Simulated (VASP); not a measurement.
Wanted: the native input for a VASP 6.6.1 run.

| Item | Value |
| --- | --- |
| Task | single point |
| Functional | LDA |
| Potentials or basis | VASP PAW LDA potentials, release 64 (Zn) |
| Cutoff | 500 eV |
| k mesh | 18 × 18 × 18 |
| Occupations | fermi-dirac, width 0.08 eV |
| Spin | no spin polarisation |
| Dipole correction | no |
| Further INCAR settings | ALGO = Normal; EDIFF = 1e-06; NBANDS = 12 |

The structure of Zn lies in POSCAR:

```
Zn
1.0
    0.0000000000      1.8904914916      1.8904914916
    1.8904914916      0.0000000000      1.8904914916
    1.8904914916      1.8904914916      0.0000000000
Zn
1
Direct
    0.0000000000      0.0000000000      0.0000000000
```

These files were run (other wordings do the same):

INCAR

```
PREC = Accurate
ENCUT = 500
EDIFF = 1E-6
ISMEAR = -1
SIGMA = 0.08
LREAL = False
LASPH = True
NELM = 120
ALGO = Normal
ISIF = 2
LWAVE = False
LCHARG = False
GGA = CA
NBANDS = 12
GGA_COMPAT = False
```

KPOINTS

```
regular mesh
0
Gamma
  18 18 18
```

Potentials or basis: VASP PAW LDA potentials, release 64 (Zn).

The run is started by

```sh
$ cat potpaw_LDA.64/Zn/POTCAR > POTCAR
$ mpirun -np 1 vasp_std > vasp.out
```

Results of the run:

```json
{
 "Pressure": "0.8 GPa",
 "Band gap on the k mesh": "zero (band 6 reaches 5.50 eV, above the bottom of band 7 at 2.51 eV)"
}
```

Wall time 22 s on 1 thread of Intel(R) Xeon(R) Platinum 8488C (Sapphire Rapids) (shared host), peak memory 0.14 GiB.
